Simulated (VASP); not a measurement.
The system is BN (a cell with a defect).

```xyz
34
Lattice="7.4650 0.0000 0.0000 -3.7325 6.4649 0.0000 0.0000 0.0000 6.4955" Properties=species:S:1:pos:R:3 pbc="T T T"
B     0.0172    1.4434    1.6292
B     1.2138    0.6679    4.8773
B    -1.2265    3.5934    1.6293
B     0.0313    2.8830    4.8782
B    -2.4725    5.7487    1.6278
B    -1.2551    4.9890    4.8771
B     2.5057    1.4473    1.6287
B     3.7388    0.6655    4.8810
B     1.2648    3.5946    1.6278
B     0.0190    5.7488    1.6306
B     1.2614    5.0164    4.8818
B     4.9947    1.4430    1.6306
B     6.2061    0.7269    4.8807
B     3.7465    3.5943    1.6278
B     4.9165    2.8841    4.8761
B     2.5059    5.7489    1.6285
B     3.6938    5.0136    4.8728
N     0.0355    1.4374    4.8781
N     1.2579    0.7246    1.6288
N    -1.2498    3.5691    4.8770
N     0.0133    2.8790    1.6294
N    -2.4771    5.7409    4.8743
N    -1.2306    5.0345    1.6293
N     3.7454    0.7252    1.6318
N     1.2109    3.6295    4.8834
N     2.5014    2.8794    1.6265
N    -0.0231    5.7382    4.8810
N     1.2579    5.0356    1.6301
N     4.9263    1.4339    4.8825
N     6.2345    0.7257    1.6302
N     3.7454    3.6298    4.8651
N     4.9900    2.8793    1.6290
N     2.4821    5.7773    4.8793
N     3.7458    5.0354    1.6253
```

Base run:

| Quantity | Value |
| --- | --- |
| Program | VASP 6.6.1 |
| Functional | PBE |
| Potentials or basis | VASP PAW PBE potentials, release 64 (B, N) |
| Cutoff | 520 eV |
| k mesh | 1 × 1 × 1, shifted |
| Occupations | gaussian, width 0.01 eV |
| Spin | collinear spin |
| Fixed moment | 2 μB |

Its results: pressure 7.1 GPa; site moments B +0.00, +0.15, -0.00, +0.02, +0.17, +0.01 (each value once); N +0.01, +0.05, -0.00, +0.06, +0.00, +0.42, +0.40 (each value once) μB; largest force 0.038 eV/Å.

**Question.** The run is repeated on the same cell with these changes: functional from PBE to r2SCAN; cutoff from 520 eV to 580 eV; occupations from gaussian, width 0.01 eV to fermi-dirac, width 0.01 eV. What comes out?

**Answer.** Pressure 3.7 GPa; site moments B +0.00, +0.15, +0.01, -0.00, +0.17 (each value once); N +0.01, +0.00, +0.05, -0.00, +0.07, +0.46, +0.42 (each value once) μB; largest force 0.308 eV/Å.

Caveats: the total moment is fixed, so each spin has its own Fermi level and the state may be an excited one; the PAW data sets were made with another functional, which shifts forces and pressure a little (at least some runs).
